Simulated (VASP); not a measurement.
# SnO2 (Pbcn) in VASP: notebook, part 2 of 2

VASP 6.6.1.

## 3. Single point, LDA (11.27 Å³/atom)

This run uses another cell than the first one, of 11.27 Å³/atom.

INCAR

```
  PREC = Accurate
  ENCUT = 520
  EDIFF = 1E-6
  ISMEAR = 0
  SIGMA = 0.02
  LREAL = F
  LASPH = T
  NELM = 60
  ALGO = Normal
  ISIF = 2
  LWAVE = F
  LCHARG = T
  GGA = CA
  LELF = T
  LVHAR = T
  NBANDS = 64
```

KPOINTS

```
Automatic mesh
0
Gamma
  6 6 6
```

POSCAR

```
SnO2
1.0
    4.6629410749      0.0000000000      0.0000000000
    0.0000000000      5.6270785649      0.0000000000
    0.0000000000      0.0000000000      5.1536779525
Sn O
4 8
Direct
    0.5000000000      0.6697997135      0.7500000000
    0.0000000000      0.8302002865      0.2500000000
    0.5000000000      0.3302002865      0.2500000000
    0.0000000000      0.1697997135      0.7500000000
    0.7332951527      0.6016056101      0.0760185017
    0.2332951527      0.8983943899      0.9239814983
    0.7667048473      0.8983943899      0.5760185017
    0.2667048473      0.6016056101      0.4239814983
    0.7332951527      0.3983943899      0.5760185017
    0.2332951527      0.1016056101      0.4239814983
    0.7667048473      0.1016056101      0.0760185017
    0.2667048473      0.3983943899      0.9239814983
```

Potentials or basis: VASP PAW LDA potentials, release 64 (Sn_d, O).

The run is started by

```
$ cat potpaw_LDA.64/Sn_d/POTCAR potpaw_LDA.64/O/POTCAR > POTCAR
$ mpirun -np 1 vasp_std > vasp.out
```

OUTCAR:

```text
PREC = Accurate
   ENCUT = 520
   EDIFF = 1E-6
   ISMEAR = 0
   LREAL = F
   LASPH = T
   NELM = 60
   ISIF = 2
   GGA = CA

 ion  position               nearest neighbor table
   1  0.500  0.670  0.750-   6 2.00   7 2.00   5 2.04   8 2.04   9 2.08  12 2.08   3 3.21   3 3.21
                             2 3.59   2 3.59   2 3.59   2 3.59   4 3.65   4 3.65   4 3.65   4 3.65
   2  0.000  0.830  0.250-   5 2.00   8 2.00   7 2.04   6 2.04  10 2.08  11 2.08   4 3.21   4 3.21
                             1 3.59   1 3.59   1 3.59   1 3.59   3 3.65   3 3.65   3 3.65   3 3.65
   3  0.500  0.330  0.250-  10 2.00  11 2.00   9 2.04  12 2.04   5 2.08   8 2.08   1 3.21   1 3.21
                             4 3.59   4 3.59   4 3.59   4 3.59   2 3.65   2 3.65   2 3.65   2 3.65
   4  0.000  0.170  0.750-   9 2.00  12 2.00  11 2.04  10 2.04   6 2.08   7 2.08   2 3.21   2 3.21
                             3 3.59   3 3.59   3 3.59   3 3.59   1 3.65   1 3.65   1 3.65   1 3.65
   5  0.733  0.602  0.076-   2 2.00   1 2.04   3 2.08
   6  0.233  0.898  0.924-   1 2.00   2 2.04   4 2.08
   7  0.767  0.898  0.576-   1 2.00   2 2.04   4 2.08
   8  0.267  0.602  0.424-   2 2.00   1 2.04   3 2.08
   9  0.733  0.398  0.576-   4 2.00   3 2.04   1 2.08
  10  0.233  0.102  0.424-   3 2.00   4 2.04   2 2.08
  11  0.767  0.102  0.076-   3 2.00   4 2.04   2 2.08
  12  0.267  0.398  0.924-   4 2.00   3 2.04   1 2.08

  LATTYP: Found a simple orthorhombic cell.
 ALAT       =     4.6629410749
 B/A-ratio  =     1.1052419213
 C/A-ratio  =     1.2067659605

  Lattice vectors:

 A1 = (  -4.6629410749,   0.0000000000,   0.0000000000)
 A2 = (   0.0000000000,   0.0000000000,   5.1536779525)
 A3 = (   0.0000000000,   5.6270785649,   0.0000000000)

Analysis of symmetry for initial positions (statically):
=====================================================================
 Subroutine PRICEL returns:
[... 174 lines left out ...]
   LEPSILON=     F    determine dielectric tensor
   LRPA    =     F    only Hartree local field effects (RPA)
 non-spin polarized calculation
 Gauss-broadening in eV      SIGMA  =   0.02
  energy-cutoff  :      520.00
  volume of cell :      135.23
 maximum number of plane-waves:      3669
 NGX is ok and might be reduce to    36
   NGX = 17   NGY = 21   NGZ = 19

 number of electron     104.0000022 magnetization

 Free energy of the ion-electron system (eV)
  ---------------------------------------------------
  ext. energy  EPLUGINS =         0.00000000
  ---------------------------------------------------
  free energy    TOTEN  =       -84.30056988 eV

  energy without entropy =      -84.30056988  energy(sigma->0) =      -84.30056988

 E-fermi :   6.3980     XC(G=0): -12.1425

 val. band max:        6.2516400967   @ k =   0.0000   0.0000   0.0000
 cond. band min:       8.1041999099   @ k =   0.0000   0.0000   0.0000
 fundamental gap:      1.8525598132
 Fermi energy:         6.3979949622

 k-point     1 :       0.0000    0.0000    0.0000
  band No.  band energies     occupation
      1     -14.3514      2.00000
      2     -14.2231      2.00000
      3     -14.1262      2.00000
      4     -13.7757      2.00000
      5     -13.6016      2.00000
      6     -13.4339      2.00000
[... 1597 lines left out ...]
     63      17.3857      0.00000
     64      17.3923      0.00000

 [... further k-points ...]

------------------------ aborting loop because EDIFF is reached ----------------------------------------

  FORCE on cell =-STRESS in cart. coord.  units (eV):
  Direction    XX          YY          ZZ          XY          YZ          ZX
  --------------------------------------------------------------------------------------
  -------------------------------------------------------------------------------------
  Total        6.3604176      6.2854939      6.4842252      0.0000000      0.0000000     -0.0000000
  in kB       75.3591568     74.4714500     76.8260468      0.0000000      0.0000000     -0.0000000
  external PRESSURE =      75.5522179 kB  Pullay stress =       0.0000000 kB

 VOLUME and BASIS-vectors are now :
 -----------------------------------------------------------------------------
  energy-cutoff  :      520.00
  volume of cell :      135.23
      direct lattice vectors                 reciprocal lattice vectors
     4.662941075  0.000000000  0.000000000     0.214456924  0.000000000  0.000000000
     0.000000000  5.627078565  0.000000000     0.000000000  0.177712109  0.000000000
     0.000000000  0.000000000  5.153677952     0.000000000  0.000000000  0.194036183

 POSITION                                       TOTAL-FORCE (eV/Angst)
 -----------------------------------------------------------------------------------
      2.33147      3.76902      3.86526        -0.000000      0.027241     -0.000000
      0.00000      4.67160      1.28842        -0.000000     -0.027241     -0.000000
      2.33147      1.85806      1.28842        -0.000000     -0.027241     -0.000000
      0.00000      0.95548      3.86526        -0.000000      0.027241     -0.000000
      3.41931      3.38528      0.39177         0.021285     -0.005846      0.006002
      1.08784      5.05534      4.76190         0.021285      0.005846     -0.006002
      3.57510      5.05534      2.96861        -0.021285      0.005846      0.006002
      1.24363      3.38528      2.18506        -0.021285     -0.005846     -0.006002
      3.41931      2.24180      2.96861         0.021285      0.005846      0.006002
      1.08784      0.57174      2.18506         0.021285     -0.005846     -0.006002
      3.57510      0.57174      0.39177        -0.021285     -0.005846      0.006002
      1.24363      2.24180      4.76190        -0.021285      0.005846     -0.006002
 -----------------------------------------------------------------------------------
    total drift:                                0.000000      0.000000      0.000000

  FREE ENERGIE OF THE ION-ELECTRON SYSTEM (eV)
  ---------------------------------------------------
  free  energy   TOTEN  =       -84.3005698808 eV

  energy  without entropy=      -84.3005698808  energy(sigma->0) =      -84.30056988
```

OSZICAR:

```text
N       E                     dE             d eps       ncg     rms          rms(c)
DAV:   1     0.160608210837E+04    0.16061E+04   -0.48388E+04  9544   0.264E+03
DAV:   2     0.255529469579E+03   -0.13506E+04   -0.12779E+04  8480   0.814E+02
DAV:   3    -0.685795766361E+02   -0.32411E+03   -0.31692E+03  8920   0.285E+02
DAV:   4    -0.959812223620E+02   -0.27402E+02   -0.27122E+02 10288   0.923E+01
DAV:   5    -0.967671227854E+02   -0.78590E+00   -0.78354E+00  9712   0.161E+01    0.226E+01
DAV:   6    -0.843076733279E+02    0.12459E+02   -0.41533E+01 13184   0.709E+01    0.852E+00
DAV:   7    -0.844830590884E+02   -0.17539E+00   -0.51416E+00  9232   0.938E+00    0.478E+00
DAV:   8    -0.843460615101E+02    0.13700E+00   -0.77282E-01 11712   0.677E+00    0.123E+00
DAV:   9    -0.843006469265E+02    0.45415E-01   -0.24044E-01 12304   0.538E+00    0.271E-01
DAV:  10    -0.843004753469E+02    0.17158E-03   -0.17415E-02 12216   0.986E-01    0.824E-02
DAV:  11    -0.843005714040E+02   -0.96057E-04   -0.12160E-03 11912   0.333E-01    0.253E-02
DAV:  12    -0.843005827463E+02   -0.11342E-04   -0.11828E-04 11040   0.839E-02    0.256E-02
DAV:  13    -0.843005690516E+02    0.13695E-04   -0.57011E-05 11896   0.818E-02    0.284E-03
DAV:  14    -0.843005698808E+02   -0.82918E-06   -0.86295E-06  8608   0.144E-02
   1 F= -.84300570E+02 E0= -.84300570E+02  d E =-.289606E-27
```

It took 7.1 min on 1 thread of Intel Xeon Platinum 8259CL at 2.50GHz (Skylake/Cascade Lake), shared host; peak memory 0.46 GiB.

What came out:

* Free energy: -84.3006 eV
* Pressure: 7.6 GPa
* Largest force: 0.027 eV/Å
* Band gap on the k mesh: 1.85 eV

Forces in eV/Å, atoms in the order of the input:
```
Sn   0.000  0.027  0.000
Sn   0.000 -0.027  0.000
Sn   0.000 -0.027  0.000
Sn   0.000  0.027  0.000
O    0.021 -0.006  0.006
O    0.021  0.006 -0.006
O   -0.021  0.006  0.006
O   -0.021 -0.006 -0.006
O    0.021  0.006  0.006
O    0.021 -0.006 -0.006
O   -0.021 -0.006  0.006
O   -0.021  0.006 -0.006
```

Levels at points of the mesh, in eV from the valence-band top:
| k point | band 49 | band 50 | band 51 | band 52 | band 53 | band 54 | band 55 | band 56 |
| --- | --- | --- | --- | --- | --- | --- | --- | --- |
| (0.00, 0.00, 0.00) | -0.56 | -0.22 | -0.15 | 0.00 | 1.85 | 6.57 | 6.57 | 6.92 |
| (0.50, 0.00, 0.00) | -0.33 | -0.33 | -0.06 | -0.06 | 4.92 | 4.92 | 5.63 | 5.63 |
| (0.00, 0.50, 0.00) | -0.98 | -0.98 | -0.10 | -0.10 | 4.53 | 4.53 | 7.20 | 7.20 |
| (0.50, 0.50, 0.00) | -0.62 | -0.62 | -0.25 | -0.25 | 5.40 | 5.40 | 6.44 | 6.44 |
| (0.00, 0.00, 0.50) | -0.28 | -0.28 | -0.18 | -0.18 | 4.86 | 4.86 | 6.49 | 6.49 |
| (0.50, 0.00, 0.50) | -0.26 | -0.26 | -0.26 | -0.26 | 5.32 | 5.32 | 5.32 | 5.32 |
| (0.00, 0.50, 0.50) | -0.36 | -0.36 | -0.36 | -0.36 | 5.95 | 5.95 | 5.95 | 5.95 |
| (0.50, 0.50, 0.50) | -0.42 | -0.42 | -0.42 | -0.42 | 5.81 | 5.81 | 5.81 | 5.81 |

Caveat: the cell stands under pressure; spin-orbit coupling is left out, which moves the levels of the heavy elements.

## 4. Single point, LDA (10.92 Å³/atom)

This run uses another cell than the first one, of 10.92 Å³/atom.

INCAR

```
SYSTEM = SnO2
ALGO = Normal
EDIFF = 1E-7
ENCUT = 520
GGA = CA
ISIF = 2
ISMEAR = 0
LASPH = .TRUE.
LCHARG = .FALSE.
LREAL = .FALSE.
LWAVE = .FALSE.
NBANDS = 64
NELM = 80
PREC = Accurate
SIGMA = 0.02
```

KPOINTS

```
k-points
0
G
  6 6 6
  0 0 0
```

POSCAR

```
SnO2
1.0
    4.6345651745      0.0000000000      0.0000000000
    0.0000000000      5.5469227253      0.0000000000
    0.0000000000      0.0000000000      5.0974760311
Sn O
4 8
Direct
    0.5000000000      0.6734034192      0.7500000000
    0.0000000000      0.8265965808      0.2500000000
    0.5000000000      0.3265965808      0.2500000000
    0.0000000000      0.1734034192      0.7500000000
    0.7356827263      0.5974694246      0.0737296815
    0.2356827263      0.9025305754      0.9262703185
    0.7643172737      0.9025305754      0.5737296815
    0.2643172737      0.5974694246      0.4262703185
    0.7356827263      0.4025305754      0.5737296815
    0.2356827263      0.0974694246      0.4262703185
    0.7643172737      0.0974694246      0.0737296815
    0.2643172737      0.4025305754      0.9262703185
```

Potentials or basis: VASP PAW LDA potentials, release 64 (Sn_d, O).

The run is started by

```
$ cat potpaw_LDA.64/Sn_d/POTCAR potpaw_LDA.64/O/POTCAR > POTCAR
$ mpirun -np 1 vasp_std > vasp.out
```

OUTCAR:

```text
SYSTEM = SnO2
   EDIFF = 1E-7
   ENCUT = 520
   GGA = CA
   ISIF = 2
   ISMEAR = 0
   LASPH = .TRUE.
   LREAL = .FALSE.
   NELM = 80
   PREC = Accurate

 ion  position               nearest neighbor table
   1  0.500  0.673  0.750-   6 1.98   7 1.98   5 2.02   8 2.02   9 2.06  12 2.06   3 3.19   3 3.19
                             2 3.55   2 3.55   2 3.55   2 3.55   4 3.61   4 3.61   4 3.61   4 3.61
   2  0.000  0.827  0.250-   5 1.98   8 1.98   7 2.02   6 2.02  10 2.06  11 2.06   4 3.19   4 3.19
                             1 3.55   1 3.55   1 3.55   1 3.55   3 3.61   3 3.61   3 3.61   3 3.61
   3  0.500  0.327  0.250-  10 1.98  11 1.98   9 2.02  12 2.02   5 2.06   8 2.06   1 3.19   1 3.19
                             4 3.55   4 3.55   4 3.55   4 3.55   2 3.61   2 3.61   2 3.61   2 3.61
   4  0.000  0.173  0.750-   9 1.98  12 1.98  11 2.02  10 2.02   6 2.06   7 2.06   2 3.19   2 3.19
                             3 3.55   3 3.55   3 3.55   3 3.55   1 3.61   1 3.61   1 3.61   1 3.61
   5  0.736  0.597  0.074-   2 1.98   1 2.02   3 2.06
   6  0.236  0.903  0.926-   1 1.98   2 2.02   4 2.06
   7  0.764  0.903  0.574-   1 1.98   2 2.02   4 2.06
   8  0.264  0.597  0.426-   2 1.98   1 2.02   3 2.06
   9  0.736  0.403  0.574-   4 1.98   3 2.02   1 2.06
  10  0.236  0.097  0.426-   3 1.98   4 2.02   2 2.06
  11  0.764  0.097  0.074-   3 1.98   4 2.02   2 2.06
  12  0.264  0.403  0.926-   4 1.98   3 2.02   1 2.06

  LATTYP: Found a simple orthorhombic cell.
 ALAT       =     4.6345651745
 B/A-ratio  =     1.0998822628
 C/A-ratio  =     1.1968593636

  Lattice vectors:

 A1 = (  -4.6345651745,   0.0000000000,   0.0000000000)
 A2 = (   0.0000000000,   0.0000000000,   5.0974760311)
 A3 = (   0.0000000000,   5.5469227253,   0.0000000000)

Analysis of symmetry for initial positions (statically):
=====================================================================
 Subroutine PRICEL returns:
 Original cell was already a primitive cell.

 Routine SETGRP: Setting up the symmetry group for a
 simple orthorhombic supercell.

 Subroutine GETGRP returns: Found  8 space group operations
 (whereof  2 operations were pure point group operations)
[... 173 lines left out ...]
 maximum number of plane-waves:      3567
 NGX is ok and might be reduce to    36
   NGX = 17   NGY = 21   NGZ = 19

 number of electron     104.0000043 magnetization

 Free energy of the ion-electron system (eV)
  ---------------------------------------------------
  ext. energy  EPLUGINS =         0.00000000
  ---------------------------------------------------
  free energy    TOTEN  =       -84.00659110 eV

  energy without entropy =      -84.00659110  energy(sigma->0) =      -84.00659110

 E-fermi :   6.8387     XC(G=0): -12.3189

 val. band max:        6.6833931636   @ k =   0.0000   0.0000   0.0000
 cond. band min:       8.8495362097   @ k =   0.0000   0.0000   0.0000
 fundamental gap:      2.1661430461
 Fermi energy:         6.8386810480

 k-point     1 :       0.0000    0.0000    0.0000
  band No.  band energies     occupation
      1     -13.9804      2.00000
      2     -13.8627      2.00000
      3     -13.7595      2.00000
      4     -13.3672      2.00000
      5     -13.1467      2.00000
      6     -12.9823      2.00000
[... 1597 lines left out ...]
     63      18.0853      0.00000
     64      18.0952      0.00000

 [... further k-points ...]

------------------------ aborting loop because EDIFF is reached ----------------------------------------

  FORCE on cell =-STRESS in cart. coord.  units (eV):
  Direction    XX          YY          ZZ          XY          YZ          ZX
  --------------------------------------------------------------------------------------
  -------------------------------------------------------------------------------------
  Total       12.2384503     12.2005046     12.3618602      0.0000000      0.0000000     -0.0000000
  in kB      149.6307000    149.1667655    151.1395438      0.0000000      0.0000000     -0.0000000
  external PRESSURE =     149.9790031 kB  Pullay stress =       0.0000000 kB

 VOLUME and BASIS-vectors are now :
 -----------------------------------------------------------------------------
  energy-cutoff  :      520.00
  volume of cell :      131.04
      direct lattice vectors                 reciprocal lattice vectors
     4.634565174  0.000000000  0.000000000     0.215769972  0.000000000  0.000000000
     0.000000000  5.546922725  0.000000000     0.000000000  0.180280139  0.000000000
     0.000000000  0.000000000  5.097476031     0.000000000  0.000000000  0.196175518

 POSITION                                       TOTAL-FORCE (eV/Angst)
 -----------------------------------------------------------------------------------
      2.31728      3.73532      3.82311         0.000000      0.023237      0.000000
      0.00000      4.58507      1.27437         0.000000     -0.023237      0.000000
      2.31728      1.81161      1.27437         0.000000     -0.023237      0.000000
      0.00000      0.96186      3.82311         0.000000      0.023237      0.000000
      3.40957      3.31412      0.37584         0.015779     -0.014486      0.001039
      1.09229      5.00627      4.72164         0.015779      0.014486     -0.001039
      3.54228      5.00627      2.92457        -0.015779      0.014486      0.001039
      1.22500      3.31412      2.17290        -0.015779     -0.014486     -0.001039
      3.40957      2.23281      2.92457         0.015779      0.014486      0.001039
      1.09229      0.54066      2.17290         0.015779     -0.014486     -0.001039
      3.54228      0.54066      0.37584        -0.015779     -0.014486      0.001039
      1.22500      2.23281      4.72164        -0.015779      0.014486     -0.001039
 -----------------------------------------------------------------------------------
    total drift:                                0.000000      0.000000      0.000000

  FREE ENERGIE OF THE ION-ELECTRON SYSTEM (eV)
  ---------------------------------------------------
  free  energy   TOTEN  =       -84.0065911048 eV

  energy  without entropy=      -84.0065911048  energy(sigma->0) =      -84.00659110
```

OSZICAR:

```text
N       E                     dE             d eps       ncg     rms          rms(c)
DAV:   1     0.160867152961E+04    0.16087E+04   -0.48450E+04  9552   0.266E+03
DAV:   2     0.256286854087E+03   -0.13524E+04   -0.12788E+04  8528   0.820E+02
DAV:   3    -0.683069058227E+02   -0.32459E+03   -0.31746E+03  8848   0.287E+02
DAV:   4    -0.958729907887E+02   -0.27566E+02   -0.27276E+02 10264   0.930E+01
DAV:   5    -0.966681235398E+02   -0.79513E+00   -0.79268E+00  9728   0.162E+01    0.231E+01
DAV:   6    -0.840003734989E+02    0.12668E+02   -0.41446E+01 13160   0.709E+01    0.874E+00
DAV:   7    -0.841874841568E+02   -0.18711E+00   -0.53367E+00  9224   0.962E+00    0.486E+00
DAV:   8    -0.840525428610E+02    0.13494E+00   -0.77702E-01 11720   0.738E+00    0.123E+00
DAV:   9    -0.840066853247E+02    0.45858E-01   -0.24797E-01 12312   0.577E+00    0.286E-01
DAV:  10    -0.840064745143E+02    0.21081E-03   -0.17811E-02 11712   0.978E-01    0.891E-02
DAV:  11    -0.840065970920E+02   -0.12258E-03   -0.13073E-03 11656   0.335E-01    0.256E-02
DAV:  12    -0.840066048144E+02   -0.77224E-05   -0.11949E-04 10856   0.975E-02    0.248E-02
DAV:  13    -0.840065900804E+02    0.14734E-04   -0.63389E-05 12128   0.956E-02    0.457E-03
DAV:  14    -0.840065911420E+02   -0.10616E-05   -0.11613E-05  9448   0.172E-02    0.405E-03
DAV:  15    -0.840065911048E+02    0.37249E-07   -0.39466E-07  8512   0.548E-03
   1 F= -.84006591E+02 E0= -.84006591E+02  d E =-.343719E-30
```

It took 8.3 min on 1 thread of Intel Xeon Platinum 8488C (Sapphire Rapids), shared host; peak memory 0.45 GiB.

Results:

| Item | Value |
| --- | --- |
| Free energy | -84.0066 eV |
| Pressure | 15.0 GPa |
| Largest force | 0.023 eV/Å |
| Band gap on the k mesh | 2.17 eV |

Forces on the atoms (eV/Å):
```
Sn   0.000  0.023  0.000
Sn   0.000 -0.023  0.000
Sn   0.000 -0.023  0.000
Sn   0.000  0.023  0.000
O    0.016 -0.014  0.001
O    0.016  0.014 -0.001
O   -0.016  0.014  0.001
O   -0.016 -0.014 -0.001
O    0.016  0.014  0.001
O    0.016 -0.014 -0.001
O   -0.016 -0.014  0.001
O   -0.016  0.014 -0.001
```

Stress tensor (GPa, compression positive):
```
14.96  0.00  0.00
 0.00 14.92  0.00
 0.00  0.00 15.11
```

Caveat: the cell stands under pressure; spin-orbit coupling is left out, which moves the levels of the heavy elements.

## 5. The runs side by side

| cell | k mesh | cutoff (eV) | smearing | gap on the mesh (eV) | pressure (GPa) | largest force (eV/Å) |
| --- | --- | --- | --- | --- | --- | --- |
| a = 4.703, b = 5.695, c = 5.204 Å, 12 atoms, atomic positions A | 6 × 4 × 4 | 600 | gaussian 0.05 eV | 1.54 | 0.8 | 0.02 |
| a = 4.663, b = 5.627, c = 5.154 Å, 12 atoms, atomic positions B | 6 × 6 × 6 | 520 | gaussian 0.02 eV | 1.85 | 7.6 | 0.03 |
| a = 4.635, b = 5.547, c = 5.097 Å, 12 atoms, atomic positions C | 6 × 6 × 6 | 520 | gaussian 0.02 eV | 2.17 | 15.0 | 0.02 |

Alike in all rows: task single point; level LDA; potentials or basis VASP PAW LDA potentials, release 64 (Sn_d, O); no spin polarisation.

Caveats: spin-orbit coupling is left out, which moves the levels of the heavy elements; the cell stands under pressure (at least some runs).

Total energies depend on the potentials used, so only differences within one code and one set of settings carry meaning.
